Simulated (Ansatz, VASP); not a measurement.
One calculation of Cs, two programs

```
CELL_PARAMETERS angstrom
5.56631 0.00000 0.00000
-2.78315 4.82056 0.00000
0.00000 0.00000 9.25848
ATOMIC_POSITIONS crystal
Cs 0.33333 0.66667 0.25000
Cs 0.66667 0.33333 0.75000
```

Alike in both runs: task single point; functional r2SCAN; k mesh 6 × 6 × 2; occupations gaussian, width 0.1 eV; no spin polarisation.

|  | VASP | Ansatz |
| --- | --- | --- |
| version | VASP 6.6.1 | Ansatz 0.2.0 |
| potentials or method | VASP PAW PBE potentials, release 64 (Cs_sv), cutoff 520 eV | scalar-relativistic, plane waves, PAW |
| valence electrons in the cell | 18 | 18 |

```tsv
	VASP	Ansatz	Ansatz less VASP
gap on the k mesh at the Fermi level (eV)	none	none	-
pressure (GPa)	0.0	0.0	0.00
traceless stress, the component that is largest in VASP (GPa)	-0.14	-0.14	0.000
```

VASP's potentials were made for PBE, not for r2SCAN. A gap of «none» marks a metal or a gap that the smearing closes. The functional is the same, so the differences come from potentials, cutoffs and numerics.

Neither program's run includes spin-orbit coupling.
